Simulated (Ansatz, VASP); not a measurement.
**Two plane-wave programs on NiO2**

```
CELL_PARAMETERS angstrom
2.80281 0.00000 0.00000
-1.40141 2.42731 0.00000
0.00000 0.00000 4.90604
ATOMIC_POSITIONS crystal
Ni 0.00000 0.00000 0.50000
O 0.66667 0.33333 0.68766
O 0.33333 0.66667 0.31234
```

Alike in both runs: task single point; functional PBEsol; k mesh 12 × 12 × 6; occupations gaussian, width 0.05 eV; no spin polarisation.

|  | VASP | Ansatz |
| --- | --- | --- |
| version | VASP 6.6.1 | Ansatz 0.2.0 |
| potentials or method | VASP PAW PBE potentials, release 64 (Ni_sv_GW, O), cutoff 700 eV | scalar-relativistic, plane waves, PAW |
| valence electrons in the cell | 30 | 30 |

```csv
,VASP,Ansatz,Ansatz less VASP
gap on the k mesh at the Fermi level (eV),1.02,1.03,+0.008
least direct gap on the mesh (eV),1.28,1.28,+0.006
pressure (GPa),-1.3,-1.2,+0.09
"traceless stress, the component that is largest in VASP (GPa)",1.37,1.81,+0.436
rms of the force components (eV/Å),0.052,0.034,-0.0179
```

VASP's potentials were made for PBE, not for PBEsol. Atom by atom the forces differ by 0.018 eV/Å (rms over components).
